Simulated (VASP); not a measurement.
# SnO (Romarchite) (P4/nmm) in VASP: further runs, part 2 of 2

VASP 6.6.1.

### 4 Single point, r2SCAN (volume scaled by 1.06, then relaxed in part)

POSCAR reads:

```
SnO
1.0
    3.8166103059      0.0000000000      0.0000000000
    0.0000000000      3.8166103059      0.0000000000
    0.0000000000      0.0000000000      5.2050900468
Sn O
2 2
Direct
    0.5000000000      0.0000000000      0.2211644594
    0.0000000000      0.5000000000      0.7788355406
    0.0000000000      0.0000000000      0.0000000000
    0.5000000000      0.5000000000      0.0000000000
```

INCAR.step1 reads:

```
SYSTEM = SnO
  PREC = Accurate
  ENCUT = 520
  ISMEAR = 0
  SIGMA = 0.01
  LREAL = .False.
  LASPH = .True.
  NELM = 100
  NBANDS = 28
  GGA = PE
  ALGO = Normal
  EDIFF = 1E-4
  LWAVE = .True.
  LCHARG = .False.
```

INCAR.step2 reads:

```
SYSTEM = SnO
  PREC = Accurate
  ENCUT = 520
  EDIFF = 1E-7
  ISMEAR = 0
  SIGMA = 0.01
  LREAL = .False.
  LASPH = .True.
  NELM = 100
  ALGO = Normal
  ISIF = 2
  LWAVE = .False.
  LCHARG = .False.
  METAGGA = R2SCAN
  LMIXTAU = .True.
  NBANDS = 28
  ISTART = 1
```

KPOINTS reads:

```
Automatic mesh
0
Gamma
  10 10 8
  0 0 0
```

Potentials or basis: VASP PAW PBE potentials, release 64 (Sn_d, O).

Launch:

```sh
cat potpaw_PBE.64/Sn_d/POTCAR potpaw_PBE.64/O/POTCAR > POTCAR
cp INCAR.step1 INCAR
mpirun -np 1 vasp_std > vasp.out
cp INCAR.step2 INCAR
mpirun -np 1 vasp_std > vasp.out
```

OUTCAR:

```text
SYSTEM = SnO
   PREC = Accurate
   ENCUT = 520
   EDIFF = 1E-7
   ISMEAR = 0
   LREAL = .False.
   LASPH = .True.
   NELM = 100
   ISIF = 2
   METAGGA = R2SCAN
   ISTART = 1

 ion  position               nearest neighbor table
   1  0.500  0.000  0.221-   3 2.23   4 2.23   4 2.23   3 2.23   2 3.55   2 3.55   2 3.55   2 3.55

   2  0.000  0.500  0.779-   3 2.23   4 2.23   3 2.23   4 2.23   1 3.55   1 3.55   1 3.55   1 3.55

   3  0.000  0.000  0.000-   1 2.23   2 2.23   2 2.23   1 2.23
   4  0.500  0.500  0.000-   1 2.23   2 2.23   1 2.23   2 2.23

  LATTYP: Found a simple tetragonal cell.
 ALAT       =     3.8166103059
 C/A-ratio  =     1.3637991908

  Lattice vectors:

 A1 = (   3.8166103059,   0.0000000000,   0.0000000000)
 A2 = (   0.0000000000,   3.8166103059,   0.0000000000)
 A3 = (   0.0000000000,   0.0000000000,   5.2050900468)

Analysis of symmetry for initial positions (statically):
=====================================================================
 Subroutine PRICEL returns:
 Original cell was already a primitive cell.

[... 169 lines left out ...]
  ext. energy  EPLUGINS =         0.00000000
  ---------------------------------------------------
  free energy    TOTEN  =       -66.89165420 eV

  energy without entropy =      -66.89165420  energy(sigma->0) =      -66.89165420

 E-fermi :   6.2235     XC(G=0): -10.4291

 val. band max:        6.1525036824   @ k =   0.0000   0.0000   0.0000
 cond. band min:       6.9740083673   @ k =   0.5000   0.5000   0.0000
 fundamental gap:      0.8215046849
 Fermi energy:         6.2235490951

 k-point     1 :       0.0000    0.0000    0.0000
  band No.  band energies     occupation
      1     -16.5935      2.00000
      2     -16.0558      2.00000
      3     -16.0275      2.00000
      4     -16.0275      2.00000
      5     -15.9892      2.00000
      6     -15.9608      2.00000
[... 733 lines left out ...]
     27      14.1510      0.00000
     28      16.6398      0.00000

 [... further k-points ...]
[... 5 lines left out ...]
  --------------------------------------------------------------------------------------
  -------------------------------------------------------------------------------------
  Total       -0.1676101     -0.1676101     -0.1936629      0.0000000      0.0000000      0.0000000
  in kB       -3.5418236     -3.5418236     -4.0923525      0.0000000      0.0000000      0.0000000
  external PRESSURE =      -3.7253332 kB  Pullay stress =       0.0000000 kB

 VOLUME and BASIS-vectors are now :
 -----------------------------------------------------------------------------
  energy-cutoff  :      520.00
  volume of cell :       75.82
      direct lattice vectors                 reciprocal lattice vectors
     3.816610306  0.000000000  0.000000000     0.262012603  0.000000000  0.000000000
     0.000000000  3.816610306  0.000000000     0.000000000  0.262012603  0.000000000
     0.000000000  0.000000000  5.205090047     0.000000000  0.000000000  0.192119635

 POSITION                                       TOTAL-FORCE (eV/Angst)
 -----------------------------------------------------------------------------------
      1.90831      0.00000      1.15118        -0.000000      0.000000      0.144726
      0.00000      1.90831      4.05391        -0.000000      0.000000     -0.144726
      0.00000      0.00000      0.00000        -0.000000     -0.000000      0.000000
      1.90831      1.90831      0.00000         0.000000      0.000000      0.000000
 -----------------------------------------------------------------------------------
    total drift:                                0.000000      0.000000     -0.000000

  FREE ENERGIE OF THE ION-ELECTRON SYSTEM (eV)
  ---------------------------------------------------
  free  energy   TOTEN  =       -66.8916541994 eV

  energy  without entropy=      -66.8916541994  energy(sigma->0) =      -66.89165420
```

OSZICAR.step1:

```text
N       E                     dE             d eps       ncg     rms          rms(c)
DAV:   1     0.417308350150E+03    0.41731E+03   -0.19874E+04  6136   0.213E+03
DAV:   2     0.390069877850E+02   -0.37830E+03   -0.36306E+03  6080   0.537E+02
DAV:   3    -0.233418122846E+02   -0.62349E+02   -0.61220E+02  6736   0.181E+02
DAV:   4    -0.264200610497E+02   -0.30782E+01   -0.30629E+01  6728   0.432E+01
DAV:   5    -0.264920919030E+02   -0.72031E-01   -0.72023E-01  6400   0.717E+00    0.118E+01
DAV:   6    -0.227162812517E+02    0.37758E+01   -0.17473E+01  9448   0.448E+01    0.495E+00
DAV:   7    -0.227120192558E+02    0.42620E-02   -0.20907E+00  7084   0.860E+00    0.252E+00
DAV:   8    -0.226992109520E+02    0.12808E-01   -0.30657E-01  7996   0.382E+00    0.828E-01
DAV:   9    -0.226909420809E+02    0.82689E-02   -0.53847E-02  9120   0.236E+00    0.246E-01
DAV:  10    -0.226925010800E+02   -0.15590E-02   -0.79019E-03  7552   0.787E-01    0.149E-01
DAV:  11    -0.226921539482E+02    0.34713E-03   -0.23432E-03  8772   0.455E-01    0.277E-02
DAV:  12    -0.226921987279E+02   -0.44780E-04   -0.31936E-04  6092   0.101E-01
   1 F= -.22692199E+02 E0= -.22692199E+02  d E =-.365332E-46
```

It took 7.1 min on 1 thread of AMD EPYC 9R45 (Zen 5), shared host; peak memory 0.28 GiB.

Results:

```
Free energy            : -66.8917 eV
Pressure               : -0.4 GPa
Largest force          : 0.145 eV/Å
Band gap on the k mesh : 0.82 eV, indirect (least direct gap 2.25 eV)
```

Forces on the atoms (eV/Å):
```
Sn   0.000  0.000  0.145
Sn   0.000  0.000 -0.145
O    0.000  0.000  0.000
O    0.000  0.000  0.000
```

Caveat: the PAW data sets were made with another functional, which shifts forces and pressure a little; spin-orbit coupling is left out, which moves the levels of the heavy elements.

### 5 The runs side by side

| cell | gap on the mesh (eV) | pressure (GPa) | largest force (eV/Å) |
| --- | --- | --- | --- |
| a = 3.809, b = 3.809, c = 4.931 Å, 4 atoms | 0.37 | 0.6 | 0.14 |
| a = 3.815, b = 3.815, c = 5.062 Å, 4 atoms | 0.59 | -0.1 | 0.14 |
| a = 3.817, b = 3.817, c = 5.205 Å, 4 atoms | 0.82 | -0.4 | 0.14 |

Alike in all rows: task single point; level r2SCAN; potentials or basis VASP PAW PBE potentials, release 64 (Sn_d, O); no spin polarisation; k mesh 10 × 10 × 8; cutoff (eV) 520; smearing gaussian 0.01 eV.

Caveats: the PAW data sets were made with another functional, which shifts forces and pressure a little; spin-orbit coupling is left out, which moves the levels of the heavy elements.

Total energies depend on the potentials used, so only differences within one code and one set of settings carry meaning.
